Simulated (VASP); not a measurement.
# C (P6_3/mmc) in VASP: a series of runs, part 3 of 3

VASP 6.6.1. Earlier steps stand in the parts before.

### Step 4. Single point, LDA

The input, INCAR:

```
SYSTEM = C
ALGO = Normal
EDIFF = 1E-7
ENCUT = 520
ISIF = 2
ISMEAR = 0
LASPH = .True.
LCHARG = .False.
LREAL = .False.
LWAVE = .False.
NBANDS = 16
NELM = 100
PREC = Accurate
SIGMA = 0.01
```

The input, KPOINTS:

```
k-points
0
Gamma
  6 6 4
  0 0 0
```

The input, POSCAR:

```
C
1.0
    2.5031953733      0.0000000000      0.0000000000
   -1.2515976866      2.1678307839      0.0000000000
    0.0000000000      0.0000000000      4.1688692751
C
4
Direct
    0.3333333333      0.6666666667      0.0002313174
    0.6666666667      0.3333333333      0.5002313174
    0.3333333333      0.6666666667      0.3747686826
    0.6666666667      0.3333333333      0.8747686826
```

Potentials or basis: VASP PAW LDA potentials, release 64 (C).

On the command line:

```console
$ cat potpaw_LDA.64/C/POTCAR > POTCAR
$ mpirun -np 1 vasp_std > vasp.out
```

OUTCAR:

```text
SYSTEM = C
   EDIFF = 1E-7
   ENCUT = 520
   ISIF = 2
   ISMEAR = 0
   LASPH = .True.
   LREAL = .False.
   NELM = 100
   PREC = Accurate

 ion  position               nearest neighbor table
   1  0.333  0.667  0.000-   4 1.54   4 1.54   4 1.54   3 1.56
   2  0.667  0.333  0.500-   3 1.54   3 1.54   3 1.54   4 1.56
   3  0.333  0.667  0.375-   2 1.54   2 1.54   2 1.54   1 1.56
   4  0.667  0.333  0.875-   1 1.54   1 1.54   1 1.54   2 1.56

  LATTYP: Found a hexagonal cell.
 ALAT       =     2.5031953733
 C/A-ratio  =     1.6654190558

  Lattice vectors:

 A1 = (   2.5031953733,   0.0000000000,   0.0000000000)
 A2 = (  -1.2515976866,   2.1678307839,   0.0000000000)
 A3 = (   0.0000000000,   0.0000000000,   4.1688692751)

Analysis of symmetry for initial positions (statically):
=====================================================================
 Subroutine PRICEL returns:
 Original cell was already a primitive cell.

 Routine SETGRP: Setting up the symmetry group for a
 hexagonal supercell.

 Subroutine GETGRP returns: Found 24 space group operations
 (whereof  6 operations were pure point group operations)
 out of a pool of 24 trial point group operations.

The static configuration has the point symmetry C_3v.
 The point group associated with its full space group is D_6h.

Analysis of symmetry for dynamics (positions and initial velocities):
=====================================================================
 Subroutine PRICEL returns:
 Original cell was already a primitive cell.

 Routine SETGRP: Setting up the symmetry group for a
 hexagonal supercell.

 Subroutine GETGRP returns: Found 24 space group operations
 (whereof  6 operations were pure point group operations)
 out of a pool of 24 trial point group operations.

The dynamic configuration has the point symmetry C_3v.
 The point group associated with its full space group is D_6h.

 Subroutine INISYM returns: Found 24 space group operations
 (whereof  6 operations are pure point group operations),
 and found     1 'primitive' translations

----------------------------------------------------------------------------------------

                                     Primitive cell

  volume of cell :      22.6224

  direct lattice vectors                    reciprocal lattice vectors
     2.503195373  0.000000000  0.000000000     0.399489393  0.230645309  0.000000000
    -1.251597687  2.167830784  0.000000000     0.000000000  0.461290617  0.000000000
     0.000000000  0.000000000  4.168869275     0.000000000  0.000000000  0.239873197

  length of vectors
     2.503195373  2.503195373  4.168869275     0.461290617  0.461290617  0.239873197

  position of ions in fractional coordinates (direct lattice)
     0.333333333  0.666666667  0.000231317
     0.666666667  0.333333333  0.500231317
     0.333333333  0.666666667  0.374768683
     0.666666667  0.333333333  0.874768683

  ion indices of the primitive-cell ions
   primitive index   ion index
                 1           1
                 2           2
                 3           3
                 4           4

----------------------------------------------------------------------------------------

 KPOINTS: k-points
[... 24 lines left out ...]
            Coordinates               Weight
  0.000000  0.000000  0.000000      1.000000
  0.166667 -0.000000  0.000000      6.000000
  0.333333  0.000000  0.000000      6.000000
  0.500000 -0.000000  0.000000      3.000000
  0.166667  0.166667  0.000000      6.000000
  0.333333  0.166667  0.000000     12.000000
[... 13 lines left out ...]
  0.333333  0.166667  0.500000     12.000000
  0.333333  0.333333  0.500000      2.000000
   k-points           NKPTS =     21   k-points in BZ     NKDIM =     21   number of bands    NBANDS=     16
   number of dos      NEDOS =    301   number of ions     NIONS =      4
   total plane-waves  NPLWV =  12800
   dimension x,y,z NGX =    20 NGY =   20 NGZ =   32
   dimension x,y,z NGXF=    40 NGYF=   40 NGZF=   64
   ions per type =               4
   NGX,Y,Z   is equivalent  to a cutoff of  13.28, 13.28, 12.76 a.u.
   NGXF,Y,Z  is equivalent  to a cutoff of  26.57, 26.57, 25.52 a.u.
 SYSTEM =  C
   PREC   = accura    normal or accurate (medium, high low for compatibility)
   ISTART =      0    job   : 0-new  1-cont  2-samecut
   ICHARG =      2    charge: 1-file 2-atom 10-const
   ISPIN  =      1    spin polarized calculation?
   LNONCOLLINEAR =      F non collinear calculations
   LSORBIT =      F    spin-orbit coupling
   LASPH  =      T    aspherical Exc in radial PAW
   ENCUT  =  520.0 eV  38.22 Ry    6.18 a.u.   4.65  4.65  7.75*2*pi/ulx,y,z
   NELM   =    100;   NELMIN=  2; NELMDL= -5     # of ELM steps
   EDIFF  = 0.1E-06   stopping-criterion for ELM
   LREAL  =      F    real-space projection
   EDIFFG = 0.1E-05   stopping-criterion for IOM
   NSW    =      0    number of steps for IOM
   IBRION =     -1    ionic relax: 0-MD 1-quasi-New 2-CG
   NFREE  =      0    steps in history (QN), initial steepest desc. (CG)
   ISIF   =      2    stress and relaxation
   ISYM   =      2    0-nonsym 1-usesym 2-fastsym
   POTIM  = 0.5000    time-step for ionic-motion
   TEBEG  =    0.0;   TEEND  =   0.0 temperature during run
   PSTRESS=    0.0 pullay stress
   NELECT =      16.0000    total number of electrons
   NUPDOWN=      -1.0000    fix difference up-down
   EMIN   =  10.00;   EMAX   =-10.00  energy-range for DOS
   EFERMI =   0.00;   METHOD = LEGACY
   ISMEAR =     0;   SIGMA  =   0.01  broadening in eV -4-tet -1-fermi 0-gaus
   EFERMI_NEDOS =   21; number of points for ismear=-14 and -15
   IALGO  =     38    algorithm
   IMIX   =      4    mixing-type and parameters
     AMIX     =   0.40;   BMIX     =  1.00
     AMIX_MAG =   1.60;   BMIX_MAG =  1.00
  volume/ion in A,a.u.               =       5.66        38.17
  Fermi-wavevector in a.u.,A,eV,Ry     =   1.458597  2.756349 28.946471  2.127506
  Thomas-Fermi vector in A             =   2.575263
   LORBIT       =      0    0 simple, 1 ext, 2 COOP (PROOUT), +10 PAW based schemes
   GGA     = CA    functional components
   LHFCALC =     F    Hartree Fock is set to
   AEXX    =    0.0000 exact exchange contribution
   IVDW    =     0    specifies the selected vdW correction
   LEPSILON=     F    determine dielectric tensor
   LRPA    =     F    only Hartree local field effects (RPA)
 non-spin polarized calculation
 Gauss-broadening in eV      SIGMA  =   0.01
  energy-cutoff  :      520.00
  volume of cell :       22.62
 maximum number of plane-waves:       620
 NGX is ok and might be reduce to    20
   NGX =  9   NGY =  9   NGZ = 15

 number of electron      15.9999999 magnetization

 Free energy of the ion-electron system (eV)
  ---------------------------------------------------
  ext. energy  EPLUGINS =         0.00000000
  ---------------------------------------------------
  free energy    TOTEN  =       -40.36708747 eV

  energy without entropy =      -40.36708747  energy(sigma->0) =      -40.36708747

 E-fermi :  10.1701     XC(G=0): -13.5073

 val. band max:       10.0547302372   @ k =   0.0000   0.0000   0.0000
 cond. band min:      13.1585123770   @ k =   0.3333   0.3333   0.0000
 fundamental gap:      3.1037821398
 Fermi energy:        10.1701494750

 k-point     1 :       0.0000    0.0000    0.0000
  band No.  band energies     occupation
      1     -11.6114      2.00000
      2      -5.9674      2.00000
      3      -3.6503      2.00000
      4       6.9825      2.00000
      5       6.9825      2.00000
      6       9.5741      2.00000
[... 376 lines left out ...]
      3      -2.3489      2.00000
      4      -2.3489      2.00000
      5       0.4571      2.00000
      6       0.4571      2.00000
[... 8 lines left out ...]
     15      25.3917      0.00000
     16      25.3917      0.00000

------------------------ aborting loop because EDIFF is reached ----------------------------------------

  FORCE on cell =-STRESS in cart. coord.  units (eV):
  Direction    XX          YY          ZZ          XY          YZ          ZX
  --------------------------------------------------------------------------------------
  -------------------------------------------------------------------------------------
  Total       -1.2742402     -1.2742402     -1.3251682     -0.0000000     -0.0000000     -0.0000000
  in kB      -90.2450667    -90.2450667    -93.8519234     -0.0000000     -0.0000000     -0.0000000
  external PRESSURE =     -91.4473523 kB  Pullay stress =       0.0000000 kB

 VOLUME and BASIS-vectors are now :
 -----------------------------------------------------------------------------
  energy-cutoff  :      520.00
  volume of cell :       22.62
      direct lattice vectors                 reciprocal lattice vectors
     2.503195373  0.000000000  0.000000000     0.399489393  0.230645309  0.000000000
    -1.251597687  2.167830784  0.000000000     0.000000000  0.461290617  0.000000000
     0.000000000  0.000000000  4.168869275     0.000000000  0.000000000  0.239873197

 POSITION                                       TOTAL-FORCE (eV/Angst)
 -----------------------------------------------------------------------------------
     -0.00000      1.44522      0.00096         0.000000     -0.000000     -0.004718
      1.25160      0.72261      2.08540        -0.000000      0.000000     -0.004718
     -0.00000      1.44522      1.56236         0.000000     -0.000000      0.004718
      1.25160      0.72261      3.64680        -0.000000      0.000000      0.004718
 -----------------------------------------------------------------------------------
    total drift:                               -0.000000      0.000000      0.000000

  FREE ENERGIE OF THE ION-ELECTRON SYSTEM (eV)
  ---------------------------------------------------
  free  energy   TOTEN  =       -40.3670874695 eV

  energy  without entropy=      -40.3670874695  energy(sigma->0) =      -40.36708747
```

OSZICAR:

```text
N       E                     dE             d eps       ncg     rms          rms(c)
DAV:   1     0.140959265318E+02    0.14096E+02   -0.80657E+03   672   0.967E+02
DAV:   2    -0.401919321291E+02   -0.54288E+02   -0.49830E+02   936   0.186E+02
DAV:   3    -0.419898755971E+02   -0.17979E+01   -0.17910E+01   832   0.285E+01
DAV:   4    -0.419971514877E+02   -0.72759E-02   -0.72754E-02   832   0.227E+00
DAV:   5    -0.419971921496E+02   -0.40662E-04   -0.40662E-04   840   0.146E-01    0.808E+00
DAV:   6    -0.407903608197E+02    0.12068E+01   -0.76465E-01   728   0.540E+00    0.469E+00
DAV:   7    -0.403681267866E+02    0.42223E+00   -0.87026E-01   824   0.589E+00    0.101E+00
DAV:   8    -0.403671177248E+02    0.10091E-02   -0.16947E-02   696   0.892E-01    0.484E-02
DAV:   9    -0.403670836708E+02    0.34054E-04   -0.94505E-05   848   0.762E-02    0.283E-02
DAV:  10    -0.403670876772E+02   -0.40065E-05   -0.62857E-06   832   0.186E-02    0.645E-03
DAV:  11    -0.403670874842E+02    0.19306E-06   -0.62088E-07   896   0.501E-03    0.705E-04
DAV:  12    -0.403670874695E+02    0.14689E-07   -0.60705E-09   456   0.622E-04
   1 F= -.40367087E+02 E0= -.40367087E+02  d E =-.109339E-61
```

stdout:

```text
POSCAR found type information on POSCAR C
 POSCAR found :  1 types and       4 ions
 scaLAPACK will be used
 LDA part: xc-table for (Slater(with rela. corr.)+CA(PZ))
 , standard interpolation
 POSCAR, INCAR and KPOINTS ok, starting setup
 FFT: planning ... GRIDC
 FFT: planning ... GRID_SOFT
 FFT: planning ... GRID
 WAVECAR not read
 entering main loop
```

Run time: 10 s. Hardware: 1 thread of Intel Xeon 8259CL, shared host; peak memory 0.12 GiB.

Results:

| Item | Value |
| --- | --- |
| Free energy | -40.3671 eV |
| Pressure | -9.1 GPa |
| Largest force | 0.005 eV/Å |
| Band gap on the k mesh | 3.10 eV, indirect (least direct gap 4.94 eV) |

Forces on the atoms (eV/Å):
```
C    0.000  0.000 -0.005
C    0.000  0.000 -0.005
C    0.000  0.000  0.005
C    0.000  0.000  0.005
```

Levels at points of the mesh, in eV from the valence-band top:
| k point | band 4 | band 5 | band 6 | band 7 | band 8 | band 9 | band 10 | band 11 | band 12 | band 13 |
| --- | --- | --- | --- | --- | --- | --- | --- | --- | --- | --- |
| (0.00, 0.00, 0.00) | -3.07 | -3.07 | -0.48 | 0.00 | 0.00 | 4.94 | 4.94 | 5.28 | 8.34 | 9.48 |
| (0.50, 0.00, 0.00) | -9.94 | -9.25 | -6.46 | -5.99 | -3.14 | 4.47 | 7.90 | 8.24 | 8.34 | 11.11 |
| (0.00, 0.00, 0.50) | -7.00 | -1.84 | -1.84 | -1.84 | -1.84 | 7.21 | 7.21 | 7.21 | 7.21 | 7.71 |
| (0.50, 0.00, 0.50) | -12.96 | -5.10 | -5.10 | -4.80 | -4.80 | 5.86 | 5.86 | 6.51 | 6.51 | 12.42 |

Caveat: the k points lie up to 0.48 Å⁻¹ apart. A k mesh can miss the band edges.

### Step 5. Single point, PBE

The input, INCAR:

```
PREC = Accurate ; ENCUT = 520
EDIFF = 1E-6 ; ISMEAR = 0
SIGMA = 0.01 ; LREAL = False
LASPH = True ; NELM = 60
ALGO = Normal ; ISIF = 2
LWAVE = False ; LCHARG = False
GGA = PE ; NBANDS = 16
```

The input, KPOINTS:

```
regular mesh
0
Gamma
  9 9 4
```

POSCAR is that of step 4.

Potentials or basis: VASP PAW PBE potentials, release 64 (C).

On the command line:

```console
$ cat potpaw_PBE.64/C/POTCAR > POTCAR
$ mpirun -np 1 vasp_std > vasp.out
```

Wall time 17 s (1 thread of Intel Xeon 8259CL, shared host); peak memory 0.13 GiB.

The run converged. Its results:

```
Free energy            : -36.2688 eV
Pressure               : 4.8 GPa
Largest force          : 0.016 eV/Å
Band gap on the k mesh : 3.31 eV, indirect (least direct gap 4.99 eV)
```

Forces on the atoms (eV/Å):
```
C    0.000  0.000  0.016
C    0.000  0.000  0.016
C    0.000  0.000 -0.016
C    0.000  0.000 -0.016
```

Stress tensor (GPa, compression positive):
```
5.14 0.00 0.00
0.00 5.14 0.00
0.00 0.00 4.26
```

Levels at points of the mesh, in eV from the valence-band top:
```
           k point  band 4  band 5  band 6  band 7  band 8  band 9  band 10  band 11  band 12  band 13
(0.00, 0.00, 0.00)   -3.08   -3.08   -0.48    0.00    0.00    4.99     4.99     5.34     8.18     9.55
(0.00, 0.00, 0.50)   -7.06   -1.85   -1.85   -1.85   -1.85    7.27     7.27     7.27     7.27     7.69
```

### Step 6. Single point, r2SCAN

POSCAR is that of step 5.

The input, INCAR.step1:

```
SYSTEM = C
ALGO = Normal
EDIFF = 1E-4
ENCUT = 520
GGA = PE
ISMEAR = 0
LASPH = .TRUE.
LCHARG = .FALSE.
LREAL = .FALSE.
LWAVE = .TRUE.
NBANDS = 16
NELM = 60
PREC = Accurate
SIGMA = 0.01
```

The input, INCAR.step2:

```
SYSTEM = C
ALGO = Normal
EDIFF = 1E-7
ENCUT = 520
ISIF = 2
ISMEAR = 0
ISTART = 1
LASPH = .TRUE.
LCHARG = .TRUE.
LELF = .TRUE.
LMIXTAU = .TRUE.
LREAL = .FALSE.
LVHAR = .TRUE.
LWAVE = .FALSE.
METAGGA = R2SCAN
NBANDS = 16
NELM = 60
PREC = Accurate
SIGMA = 0.01
```

The input, KPOINTS:

```
k-points
0
G
  6 6 4
  0 0 0
```

Potentials or basis: VASP PAW PBE potentials, release 64 (C).

On the command line:

```console
$ cat potpaw_PBE.64/C/POTCAR > POTCAR
$ cp INCAR.step1 INCAR
$ mpirun -np 1 vasp_std > vasp.out
$ cp INCAR.step2 INCAR
$ mpirun -np 1 vasp_std > vasp.out
```

It took 77 s on 1 thread of Intel Xeon 8259CL, shared host; peak memory 0.13 GiB.

It converged, with:

```
Free energy            : -39.1924 eV
Pressure               : 1.2 GPa
Band gap on the k mesh : 3.56 eV, indirect (least direct gap 5.19 eV)
```

Stress tensor (GPa, compression positive):
```
1.29 0.00 0.00
0.00 1.29 0.00
0.00 0.00 0.92
```

Levels at points of the mesh, in eV from the valence-band top:
```
           k point  band 4  band 5  band 6  band 7  band 8  band 9  band 10  band 11  band 12  band 13
(0.00, 0.00, 0.00)   -3.28   -3.28   -0.50    0.00    0.00    5.19     5.19     5.58     8.47    10.03
(0.50, 0.00, 0.00)  -10.66   -9.77   -6.85   -6.24   -3.35    4.72     8.58     8.72     8.81    11.42
(0.00, 0.00, 0.50)   -7.49   -1.97   -1.97   -1.97   -1.97    7.62     7.62     7.62     7.62     8.07
(0.50, 0.00, 0.50)  -13.73   -5.41   -5.41   -5.13   -5.13    6.19     6.19     6.82     6.82    13.22
```

Caveat: the k points lie up to 0.48 Å⁻¹ apart; the PAW data sets were made with another functional, which shifts forces and pressure a little. A k mesh can miss the band edges.

### Step 7. Overview

| level | potentials or basis | k mesh | gap on the mesh (eV) | pressure (GPa) | largest force (eV/Å) |
| --- | --- | --- | --- | --- | --- |
| PBE | VASP PAW PBE potentials, release 64 (C) | 6 × 6 × 4 | 3.31 | 4.9 | 0.01 |
| LDA | VASP PAW LDA potentials, release 64 (C) | 6 × 6 × 4 | 3.10 | -9.1 | - |
| PBE | VASP PAW PBE potentials, release 64 (C) | 9 × 9 × 4 | 3.31 | 4.8 | 0.02 |
| r2SCAN | VASP PAW PBE potentials, release 64 (C) | 6 × 6 × 4 | 3.56 | 1.2 | - |

Alike in all rows: task single point; no spin polarisation; cell as given; cutoff (eV) 520; smearing gaussian 0.01 eV.

Caveats: some runs use coarse meshes; the PAW data sets were made with another functional, which shifts forces and pressure a little (some runs).

Absolute energies hang on the potentials; compare differences alone.
